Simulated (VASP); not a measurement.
# Ga3Se (Pm-3m) in VASP: a series of runs, part 2 of 2

VASP 6.6.1. Earlier steps stand in the parts before.

### Step 3. Single point, PBE

INCAR

```
SYSTEM = Ga3Se
PREC     = Accurate       ! precision mode
ENCUT    = 520            ! plane-wave cutoff, eV
EDIFF    = 1E-7           ! SCF threshold, eV
ISMEAR   = 0              ! smearing method
SIGMA    = 0.1            ! smearing width, eV
LREAL    = .FALSE.        ! projectors in reciprocal space
LASPH    = .TRUE.         ! aspherical terms in the spheres
NELM     = 60             ! most SCF steps
ALGO     = Normal         ! electronic algorithm
ISIF     = 2              ! what is computed and relaxed
LWAVE    = .FALSE.        ! write WAVECAR
LCHARG   = .FALSE.        ! write CHGCAR
GGA      = PE             ! functional
NBANDS   = 30             ! bands
```

KPOINTS

```
Automatic mesh
0
Gamma
  4 4 4
  0.5 0.5 0.5
```

POSCAR

```
Ga3Se
1.0
    4.4324650000      0.0000000000      0.0000000000
    0.0000000000      4.4324650000      0.0000000000
    0.0000000000      0.0000000000      4.4324650000
Ga Se
3 1
Direct
    0.0000000000      0.5000000000      0.5000000000
    0.5000000000      0.0000000000      0.5000000000
    0.5000000000      0.5000000000      0.0000000000
    0.0000000000      0.0000000000      0.0000000000
```

Potentials or basis: VASP PAW PBE potentials, release 64 (Ga_d, Se).

The run is started by

```bash
$ cat potpaw_PBE.64/Ga_d/POTCAR potpaw_PBE.64/Se/POTCAR > POTCAR
$ mpirun -np 1 vasp_std > vasp.out
```

OUTCAR:

```text
SYSTEM = Ga3Se
   PREC = Accurate
   ENCUT = 520
   EDIFF = 1E-7
   ISMEAR = 0
   LREAL = .FALSE.
   LASPH = .TRUE.
   NELM = 60
   ISIF = 2
   GGA = PE

 ion  position               nearest neighbor table
   1  0.000  0.500  0.500-
   2  0.500  0.000  0.500-
   3  0.500  0.500  0.000-
   4  0.000  0.000  0.000-

  LATTYP: Found a simple cubic cell.
 ALAT       =     4.4324650000

  Lattice vectors:

 A1 = (   4.4324650000,   0.0000000000,   0.0000000000)
 A2 = (   0.0000000000,   4.4324650000,   0.0000000000)
 A3 = (   0.0000000000,   0.0000000000,   4.4324650000)

Analysis of symmetry for initial positions (statically):
=====================================================================
 Subroutine PRICEL returns:
 Original cell was already a primitive cell.

 Routine SETGRP: Setting up the symmetry group for a
 simple cubic supercell.

 Subroutine GETGRP returns: Found 48 space group operations
 (whereof 48 operations were pure point group operations)
 out of a pool of 48 trial point group operations.

The static configuration has the point symmetry O_h .

Analysis of symmetry for dynamics (positions and initial velocities):
=====================================================================
 Subroutine PRICEL returns:
 Original cell was already a primitive cell.

 Routine SETGRP: Setting up the symmetry group for a
 simple cubic supercell.

 Subroutine GETGRP returns: Found 48 space group operations
 (whereof 48 operations were pure point group operations)
 out of a pool of 48 trial point group operations.

The dynamic configuration has the point symmetry O_h .

 Subroutine INISYM returns: Found 48 space group operations
 (whereof 48 operations are pure point group operations),
 and found     1 'primitive' translations

----------------------------------------------------------------------------------------

                                     Primitive cell

  volume of cell :      87.0835

  direct lattice vectors                    reciprocal lattice vectors
     4.432465000  0.000000000  0.000000000     0.225608098  0.000000000  0.000000000
     0.000000000  4.432465000  0.000000000     0.000000000  0.225608098  0.000000000
     0.000000000  0.000000000  4.432465000     0.000000000  0.000000000  0.225608098

  length of vectors
     4.432465000  4.432465000  4.432465000     0.225608098  0.225608098  0.225608098

  position of ions in fractional coordinates (direct lattice)
     0.000000000  0.500000000  0.500000000
     0.500000000  0.000000000  0.500000000
     0.500000000  0.500000000  0.000000000
     0.000000000  0.000000000  0.000000000

  ion indices of the primitive-cell ions
   primitive index   ion index
                 1           1
                 2           2
                 3           3
                 4           4

----------------------------------------------------------------------------------------

 KPOINTS: Automatic mesh

Automatic generation of k-mesh.
 Grid dimensions read from file:
 generate k-points for:    4    4    4

 Generating k-lattice:

  Cartesian coordinates                     Fractional coordinates (reciprocal lattice)
     0.056402025  0.000000000  0.000000000     0.250000000  0.000000000  0.000000000
     0.000000000  0.056402025  0.000000000     0.000000000  0.250000000  0.000000000
     0.000000000  0.000000000  0.056402025     0.000000000  0.000000000  0.250000000

  Length of vectors
     0.056402025  0.056402025  0.056402025

  Shift w.r.t. Gamma in fractional coordinates (k-lattice)
     0.500000000  0.500000000  0.500000000

 Subroutine IBZKPT returns following result:
 ===========================================

 Found      4 irreducible k-points:

 Following reciprocal coordinates:
            Coordinates               Weight
  0.125000  0.125000  0.125000      8.000000
  0.375000  0.125000  0.125000     24.000000
  0.375000  0.375000  0.125000     24.000000
  0.375000  0.375000  0.375000      8.000000
   k-points           NKPTS =      4   k-points in BZ     NKDIM =      4   number of bands    NBANDS=     30
   number of dos      NEDOS =    301   number of ions     NIONS =      4
   total plane-waves  NPLWV =  46656
   dimension x,y,z NGX =    36 NGY =   36 NGZ =   36
   dimension x,y,z NGXF=    72 NGYF=   72 NGZF=   72
   ions per type =               3   1
   NGX,Y,Z   is equivalent  to a cutoff of  13.50, 13.50, 13.50 a.u.
   NGXF,Y,Z  is equivalent  to a cutoff of  27.00, 27.00, 27.00 a.u.
 SYSTEM =  Ga3Se
   PREC   = accura    normal or accurate (medium, high low for compatibility)
   ISTART =      0    job   : 0-new  1-cont  2-samecut
   ICHARG =      2    charge: 1-file 2-atom 10-const
   ISPIN  =      1    spin polarized calculation?
   LNONCOLLINEAR =      F non collinear calculations
   LSORBIT =      F    spin-orbit coupling
   LASPH  =      T    aspherical Exc in radial PAW
   ENCUT  =  520.0 eV  38.22 Ry    6.18 a.u.   8.24  8.24  8.24*2*pi/ulx,y,z
   NELM   =     60;   NELMIN=  2; NELMDL= -5     # of ELM steps
   EDIFF  = 0.1E-06   stopping-criterion for ELM
   LREAL  =      F    real-space projection
   EDIFFG = 0.1E-05   stopping-criterion for IOM
   NSW    =      0    number of steps for IOM
   IBRION =     -1    ionic relax: 0-MD 1-quasi-New 2-CG
   NFREE  =      0    steps in history (QN), initial steepest desc. (CG)
   ISIF   =      2    stress and relaxation
   ISYM   =      2    0-nonsym 1-usesym 2-fastsym
   POTIM  = 0.5000    time-step for ionic-motion
   TEBEG  =    0.0;   TEEND  =   0.0 temperature during run
   PSTRESS=    0.0 pullay stress
   NELECT =      45.0000    total number of electrons
   NUPDOWN=      -1.0000    fix difference up-down
   EMIN   =  10.00;   EMAX   =-10.00  energy-range for DOS
   EFERMI =   0.00;   METHOD = LEGACY
   ISMEAR =     0;   SIGMA  =   0.10  broadening in eV -4-tet -1-fermi 0-gaus
   EFERMI_NEDOS =   21; number of points for ismear=-14 and -15
   IALGO  =     38    algorithm
   IMIX   =      4    mixing-type and parameters
     AMIX     =   0.40;   BMIX     =  1.00
     AMIX_MAG =   1.60;   BMIX_MAG =  1.00
  volume/ion in A,a.u.               =      21.77       146.92
  Fermi-wavevector in a.u.,A,eV,Ry     =   1.313713  2.482557 23.481488  1.725841
  Thomas-Fermi vector in A             =   2.444016
   LORBIT       =      0    0 simple, 1 ext, 2 COOP (PROOUT), +10 PAW based schemes
   GGA     = PE    functional components
   LHFCALC =     F    Hartree Fock is set to
   AEXX    =    0.0000 exact exchange contribution
   IVDW    =     0    specifies the selected vdW correction
   LEPSILON=     F    determine dielectric tensor
   LRPA    =     F    only Hartree local field effects (RPA)
 non-spin polarized calculation
 Gauss-broadening in eV      SIGMA  =   0.10
  energy-cutoff  :      520.00
  volume of cell :       87.08
 maximum number of plane-waves:      2358
 NGX is ok and might be reduce to    36
   NGX = 17   NGY = 17   NGZ = 17

 number of electron      44.9999944 magnetization

 Free energy of the ion-electron system (eV)
  ---------------------------------------------------
  ext. energy  EPLUGINS =         0.00000000
  ---------------------------------------------------
  free energy    TOTEN  =       -12.51693487 eV

  energy without entropy =      -12.51520917  energy(sigma->0) =      -12.51607202

 E-fermi :   4.5191     XC(G=0): -10.2766

 val. band max:        4.3421552016   @ k =   0.3750   0.3750   0.1250
 cond. band min:       4.6665634182   @ k =   0.1250   0.1250   0.1250
 fundamental gap:      0.3244082166
 Fermi energy:         4.5190927655

 k-point     1 :       0.1250    0.1250    0.1250
  band No.  band energies     occupation
      1     -10.4019      2.00000
      2     -10.3845      2.00000
      3     -10.3813      2.00000
      4     -10.3813      2.00000
      5     -10.3304      2.00000
      6     -10.3304      2.00000
[... 22 lines left out ...]
     29      10.9052      0.00000
     30      11.4385      0.00000

 k-point     2 :       0.3750    0.1250    0.1250
  band No.  band energies     occupation
      1     -10.3783      2.00000
      2     -10.3570      2.00000
      3     -10.3386      2.00000
      4     -10.3280      2.00000
      5     -10.3258      2.00000
      6     -10.2980      2.00000
[... 22 lines left out ...]
     29       9.0951      0.00000
     30      11.4767      0.00000

 k-point     3 :       0.3750    0.3750    0.1250
  band No.  band energies     occupation
      1     -10.3677      2.00000
      2     -10.3431      2.00000
      3     -10.3396      2.00000
      4     -10.3298      2.00000
      5     -10.3184      2.00000
      6     -10.2939      2.00000
[... 22 lines left out ...]
     29       9.9221      0.00000
     30      10.5530      0.00000

 k-point     4 :       0.3750    0.3750    0.3750
  band No.  band energies     occupation
      1     -10.4296      2.00000
      2     -10.3532      2.00000
      3     -10.3405      2.00000
      4     -10.3405      2.00000
      5     -10.3240      2.00000
      6     -10.3240      2.00000
[... 22 lines left out ...]
     29      12.1036      0.00000
     30      12.7675      0.00000

------------------------ aborting loop because EDIFF is reached ----------------------------------------

  FORCE on cell =-STRESS in cart. coord.  units (eV):
  Direction    XX          YY          ZZ          XY          YZ          ZX
  --------------------------------------------------------------------------------------
  -------------------------------------------------------------------------------------
  Total       -0.7923154     -0.7923154     -0.7923154     -0.0000000      0.0000000     -0.0000000
  in kB      -14.5771542    -14.5771542    -14.5771542     -0.0000000      0.0000000     -0.0000000
  external PRESSURE =     -14.5771542 kB  Pullay stress =       0.0000000 kB

 VOLUME and BASIS-vectors are now :
 -----------------------------------------------------------------------------
  energy-cutoff  :      520.00
  volume of cell :       87.08
      direct lattice vectors                 reciprocal lattice vectors
     4.432465000  0.000000000  0.000000000     0.225608098  0.000000000  0.000000000
     0.000000000  4.432465000  0.000000000     0.000000000  0.225608098  0.000000000
     0.000000000  0.000000000  4.432465000     0.000000000  0.000000000  0.225608098

 POSITION                                       TOTAL-FORCE (eV/Angst)
 -----------------------------------------------------------------------------------
      0.00000      2.21623      2.21623         0.000000      0.000000      0.000000
      2.21623      0.00000      2.21623         0.000000      0.000000      0.000000
      2.21623      2.21623      0.00000         0.000000      0.000000      0.000000
      0.00000      0.00000      0.00000         0.000000      0.000000      0.000000
 -----------------------------------------------------------------------------------
    total drift:                                0.000000      0.000000      0.000000

  FREE ENERGIE OF THE ION-ELECTRON SYSTEM (eV)
  ---------------------------------------------------
  free  energy   TOTEN  =       -12.5169348728 eV

  energy  without entropy=      -12.5152091692  energy(sigma->0) =      -12.51607202
```

It took 10 s on 1 thread of Intel Xeon Platinum 8488C (Sapphire Rapids), shared host; peak memory 0.19 GiB.

What came out:

| Item | Value |
| --- | --- |
| Free energy | -12.5169 eV |
| Pressure | -1.5 GPa |

### Step 4. Single point, PBE

INCAR

```
PREC = Accurate
ENCUT = 520
EDIFF = 1E-7
ISMEAR = 0
SIGMA = 0.01
LREAL = False
LASPH = True
NELM = 60
ALGO = Normal
ISIF = 2
LWAVE = False
LCHARG = False
GGA = PE
NBANDS = 30
```

KPOINTS

```
Automatic mesh
0
Gamma
  5 5 5
```

POSCAR is that of step 3.

The run is started by

```bash
$ cat potpaw_PBE.64/Ga_d/POTCAR potpaw_PBE.64/Se/POTCAR > POTCAR
$ mpirun -np 1 vasp_std > vasp.out
```

Run time: 18 s. Hardware: 1 thread of Intel Xeon Platinum 8488C (Sapphire Rapids), shared host; peak memory 0.2 GiB.

The run converged. Its results:

| Quantity | Value |
| --- | --- |
| Free energy | -12.3309 eV |
| Pressure | -0.4 GPa |

Levels at points of the mesh, in eV from the Fermi level:
```
           k point  band 20  band 21  band 22  band 23  band 24  band 25
(0.00, 0.00, 0.00)    -3.76    -2.87    -2.87     1.58     1.58     1.58
```

### Step 5. Overview

```tsv
k mesh	smearing	gap on the mesh (eV)	pressure (GPa)
4 × 4 × 4	gaussian 0.1 eV	none	-0.1
4 × 4 × 4, shifted	gaussian 0.1 eV	none	-1.5
5 × 5 × 5	gaussian 0.01 eV	none	-0.4
```

Alike in all rows: task single point; level PBE; potentials or basis VASP PAW PBE potentials, release 64 (Ga_d, Se); no spin polarisation; cell as given; cutoff (eV) 520.

Every run on the cell as given and a fine mesh finds a metal.

Absolute energies hang on the potentials; compare differences alone.
